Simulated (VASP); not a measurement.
# GaP (F-43m) in VASP: notebook, part 2 of 3

VASP 6.6.1. The steps go on from the part before.

**4. Single point, r2SCAN**

POSCAR

```
GaP
1.0
    0.0000000000      2.6982450000      2.6982450000
    2.6982450000      0.0000000000      2.6982450000
    2.6982450000      2.6982450000      0.0000000000
Ga P
1 1
Direct
    0.0000000000      0.0000000000      0.0000000000
    0.2500000000      0.2500000000      0.2500000000
```

INCAR.step1

```
SYSTEM = GaP
  PREC = Accurate
  ENCUT = 550
  ISMEAR = 0
  SIGMA = 0.01
  LREAL = .FALSE.
  LASPH = .TRUE.
  NELM = 120
  NBANDS = 16
  GGA = PE
  ALGO = Normal
  EDIFF = 1E-5
  LWAVE = .TRUE.
  LCHARG = .FALSE.
  GGA_COMPAT = .FALSE.
```

INCAR.step2

```
SYSTEM = GaP
  PREC = Accurate
  ENCUT = 550
  EDIFF = 1E-6
  ISMEAR = 0
  SIGMA = 0.01
  LREAL = .FALSE.
  LASPH = .TRUE.
  NELM = 120
  ALGO = Normal
  ISIF = 2
  LWAVE = .FALSE.
  LCHARG = .TRUE.
  METAGGA = R2SCAN
  LMIXTAU = .TRUE.
  LELF = .TRUE.
  LVHAR = .TRUE.
  NBANDS = 16
  ISTART = 1
  GGA_COMPAT = .FALSE.
```

KPOINTS

```
Automatic mesh
0
G
  8 8 8
  0 0 0
```

Potentials or basis: VASP PAW PBE potentials, release 64 (Ga_d, P).

The run is started by

```
cat potpaw_PBE.64/Ga_d/POTCAR potpaw_PBE.64/P/POTCAR > POTCAR
cp INCAR.step1 INCAR
mpirun -np 1 vasp_std > vasp.out
cp INCAR.step2 INCAR
mpirun -np 1 vasp_std > vasp.out
```

OUTCAR:

```text
SYSTEM = GaP
   PREC = Accurate
   ENCUT = 550
   EDIFF = 1E-6
   ISMEAR = 0
   LREAL = .FALSE.
   LASPH = .TRUE.
   NELM = 120
   ISIF = 2
   METAGGA = R2SCAN
   ISTART = 1

 ion  position               nearest neighbor table
   1  0.000  0.000  0.000-   2 2.34   2 2.34   2 2.34   2 2.34
   2  0.250  0.250  0.250-   1 2.34   1 2.34   1 2.34   1 2.34

  LATTYP: Found a face centered cubic cell.
 ALAT       =     5.3964900000

  Lattice vectors:

 A1 = (   0.0000000000,   2.6982450000,   2.6982450000)
 A2 = (   2.6982450000,   0.0000000000,   2.6982450000)
 A3 = (   2.6982450000,   2.6982450000,   0.0000000000)

Analysis of symmetry for initial positions (statically):
=====================================================================
 Subroutine PRICEL returns:
 Original cell was already a primitive cell.

 Routine SETGRP: Setting up the symmetry group for a
 face centered cubic supercell.

 Subroutine GETGRP returns: Found 24 space group operations
 (whereof 24 operations were pure point group operations)
 out of a pool of 48 trial point group operations.

The static configuration has the point symmetry T_d .

Analysis of symmetry for dynamics (positions and initial velocities):
=====================================================================
 Subroutine PRICEL returns:
 Original cell was already a primitive cell.

 Routine SETGRP: Setting up the symmetry group for a
 face centered cubic supercell.

 Subroutine GETGRP returns: Found 24 space group operations
 (whereof 24 operations were pure point group operations)
 out of a pool of 48 trial point group operations.

The dynamic configuration has the point symmetry T_d .

 Subroutine INISYM returns: Found 24 space group operations
 (whereof 24 operations are pure point group operations),
 and found     1 'primitive' translations

----------------------------------------------------------------------------------------

                                     Primitive cell

  volume of cell :      39.2893

  direct lattice vectors                    reciprocal lattice vectors
     0.000000000  2.698245000  2.698245000    -0.185305634  0.185305634  0.185305634
     2.698245000  0.000000000  2.698245000     0.185305634 -0.185305634  0.185305634
     2.698245000  2.698245000  0.000000000     0.185305634  0.185305634 -0.185305634

  length of vectors
     3.815894674  3.815894674  3.815894674     0.320958773  0.320958773  0.320958773

  position of ions in fractional coordinates (direct lattice)
     0.000000000  0.000000000  0.000000000
     0.250000000  0.250000000  0.250000000

  ion indices of the primitive-cell ions
   primitive index   ion index
                 1           1
                 2           2

----------------------------------------------------------------------------------------

 KPOINTS: Automatic mesh

Automatic generation of k-mesh.
 Grid dimensions read from file:
 generate k-points for:    8    8    8

 Generating k-lattice:

  Cartesian coordinates                     Fractional coordinates (reciprocal lattice)
    -0.023163204  0.023163204  0.023163204     0.125000000  0.000000000  0.000000000
     0.023163204 -0.023163204  0.023163204     0.000000000  0.125000000  0.000000000
     0.023163204  0.023163204 -0.023163204     0.000000000  0.000000000  0.125000000

  Length of vectors
     0.040119847  0.040119847  0.040119847

  Shift w.r.t. Gamma in fractional coordinates (k-lattice)
     0.000000000  0.000000000  0.000000000

 Subroutine IBZKPT returns following result:
 ===========================================

 Found     29 irreducible k-points:

 Following reciprocal coordinates:
            Coordinates               Weight
  0.000000  0.000000  0.000000      1.000000
  0.125000  0.000000  0.000000      8.000000
  0.250000  0.000000  0.000000      8.000000
  0.375000  0.000000  0.000000      8.000000
  0.500000  0.000000  0.000000      4.000000
  0.125000  0.125000  0.000000      6.000000
[... 16 lines left out ...]
  0.500000  0.250000  0.125000     48.000000
 -0.375000  0.250000  0.125000     24.000000
 [... further k-points ...]
   k-points           NKPTS =     29   k-points in BZ     NKDIM =     29   number of bands    NBANDS=     16
   number of dos      NEDOS =    301   number of ions     NIONS =      2
   total plane-waves  NPLWV =  27000
   dimension x,y,z NGX =    30 NGY =   30 NGZ =   30
   dimension x,y,z NGXF=    60 NGYF=   60 NGZF=   60
   ions per type =               1   1
   NGX,Y,Z   is equivalent  to a cutoff of  13.07, 13.07, 13.07 a.u.
   NGXF,Y,Z  is equivalent  to a cutoff of  26.14, 26.14, 26.14 a.u.
 SYSTEM =  GaP
   PREC   = accura    normal or accurate (medium, high low for compatibility)
   ISTART =      1    job   : 0-new  1-cont  2-samecut
   ICHARG =      0    charge: 1-file 2-atom 10-const
   ISPIN  =      1    spin polarized calculation?
   LNONCOLLINEAR =      F non collinear calculations
   LSORBIT =      F    spin-orbit coupling
   LASPH  =      T    aspherical Exc in radial PAW
   ENCUT  =  550.0 eV  40.42 Ry    6.36 a.u.   7.30  7.30  7.30*2*pi/ulx,y,z
   NELM   =    120;   NELMIN=  2; NELMDL=  0     # of ELM steps
   EDIFF  = 0.1E-05   stopping-criterion for ELM
   LREAL  =      F    real-space projection
   EDIFFG = 0.1E-04   stopping-criterion for IOM
   NSW    =      0    number of steps for IOM
   IBRION =     -1    ionic relax: 0-MD 1-quasi-New 2-CG
   NFREE  =      0    steps in history (QN), initial steepest desc. (CG)
   ISIF   =      2    stress and relaxation
   ISYM   =      2    0-nonsym 1-usesym 2-fastsym
   POTIM  = 0.5000    time-step for ionic-motion
   TEBEG  =    0.0;   TEEND  =   0.0 temperature during run
   PSTRESS=    0.0 pullay stress
   NELECT =      18.0000    total number of electrons
   NUPDOWN=      -1.0000    fix difference up-down
   EMIN   =  10.00;   EMAX   =-10.00  energy-range for DOS
   EFERMI =   0.00;   METHOD = LEGACY
   ISMEAR =     0;   SIGMA  =   0.01  broadening in eV -4-tet -1-fermi 0-gaus
   EFERMI_NEDOS =   21; number of points for ismear=-14 and -15
   IALGO  =     38    algorithm
   IMIX   =      4    mixing-type and parameters
     AMIX     =   0.40;   BMIX     =  1.00
     AMIX_MAG =   1.60;   BMIX_MAG =  1.00
  volume/ion in A,a.u.               =      19.64       132.57
  Fermi-wavevector in a.u.,A,eV,Ry     =   1.262043  2.384916 21.670727  1.592754
  Thomas-Fermi vector in A             =   2.395472
   LORBIT       =      0    0 simple, 1 ext, 2 COOP (PROOUT), +10 PAW based schemes
   METAGGA = R2SCAN    functional components
   LHFCALC =     F    Hartree Fock is set to
   AEXX    =    0.0000 exact exchange contribution
   IVDW    =     0    specifies the selected vdW correction
   LEPSILON=     F    determine dielectric tensor
   LRPA    =     F    only Hartree local field effects (RPA)
 non-spin polarized calculation
 Gauss-broadening in eV      SIGMA  =   0.01
  energy-cutoff  :      550.00
  volume of cell :       39.29
 maximum number of plane-waves:      1174
 NGX is ok and might be reduce to    30
   NGX = 15   NGY = 15   NGZ = 15

 number of electron      17.9999992 magnetization

 Free energy of the ion-electron system (eV)
  ---------------------------------------------------
  ext. energy  EPLUGINS =         0.00000000
  ---------------------------------------------------
  free energy    TOTEN  =       -21.45297336 eV

  energy without entropy =      -21.45297336  energy(sigma->0) =      -21.45297336

 E-fermi :   4.8367     XC(G=0): -10.6957

 val. band max:        4.7746589829   @ k =   0.0000   0.0000   0.0000
 cond. band min:       6.6244472319   @ k =   0.5000   0.5000   0.0000
 fundamental gap:      1.8497882490
 Fermi energy:         4.8366667918

 k-point     1 :       0.0000    0.0000    0.0000
  band No.  band energies     occupation
      1     -10.2679      2.00000
      2     -10.2679      2.00000
      3     -10.2679      2.00000
      4     -10.1445      2.00000
      5     -10.1445      2.00000
      6      -8.4836      2.00000
[... 8 lines left out ...]
     15      15.0858      0.00000
     16      15.0858      0.00000
[... 419 lines left out ...]
 k-point    24 :      -0.3750    0.2500    0.1250
  band No.  band energies     occupation
      1     -10.3803      2.00000
      2     -10.2299      2.00000
      3     -10.2167      2.00000
      4     -10.1507      2.00000
      5     -10.1360      2.00000
      6      -5.7769      2.00000
[... 8 lines left out ...]
     15      17.5540      0.00000
     16      18.2134      0.00000

 [... further k-points ...]

------------------------ aborting loop because EDIFF is reached ----------------------------------------

  FORCE on cell =-STRESS in cart. coord.  units (eV):
  Direction    XX          YY          ZZ          XY          YZ          ZX
  --------------------------------------------------------------------------------------
  -------------------------------------------------------------------------------------
  Total        0.6850995      0.6850995      0.6850995     -0.0000000      0.0000000      0.0000000
  in kB       27.9376641     27.9376641     27.9376641     -0.0000000      0.0000000      0.0000000
  external PRESSURE =      27.9376641 kB  Pullay stress =       0.0000000 kB

 VOLUME and BASIS-vectors are now :
 -----------------------------------------------------------------------------
  energy-cutoff  :      550.00
  volume of cell :       39.29
      direct lattice vectors                 reciprocal lattice vectors
     0.000000000  2.698245000  2.698245000    -0.185305634  0.185305634  0.185305634
     2.698245000  0.000000000  2.698245000     0.185305634 -0.185305634  0.185305634
     2.698245000  2.698245000  0.000000000     0.185305634  0.185305634 -0.185305634

 POSITION                                       TOTAL-FORCE (eV/Angst)
 -----------------------------------------------------------------------------------
      0.00000      0.00000      0.00000        -0.000000      0.000000     -0.000000
      1.34912      1.34912      1.34912         0.000000     -0.000000      0.000000
 -----------------------------------------------------------------------------------
    total drift:                               -0.000002     -0.000002     -0.000002

  FREE ENERGIE OF THE ION-ELECTRON SYSTEM (eV)
  ---------------------------------------------------
  free  energy   TOTEN  =       -21.4529733614 eV

  energy  without entropy=      -21.4529733614  energy(sigma->0) =      -21.45297336
```

It took 1.7 min on 1 thread of Intel Xeon Platinum 8259CL at 2.50GHz (Skylake/Cascade Lake), shared host; peak memory 0.17 GiB.

Results:

| Item | Value |
| --- | --- |
| Free energy | -21.4530 eV |
| Pressure | 2.8 GPa |
| Band gap on the k mesh | 1.85 eV (least direct gap 2.61 eV) |

Levels at points of the mesh, in eV from the valence-band top:
```
           k point  band 6  band 7  band 8  band 9  band 10  band 11  band 12  band 13
(0.00, 0.00, 0.00)  -13.26    0.00    0.00    0.00     2.61     4.18     4.18     4.18
(0.50, 0.00, 0.00)  -10.99   -7.03   -1.22   -1.22     2.14     5.05     5.05     8.90
(0.50, 0.50, 0.00)  -10.02   -7.11   -2.91   -2.91     1.85     2.07    11.59    11.59
```

Caveat: the PAW data sets were made with another functional, which shifts forces and pressure a little. A k mesh can miss the band edges.

(Part 2 of 3 ends here.)
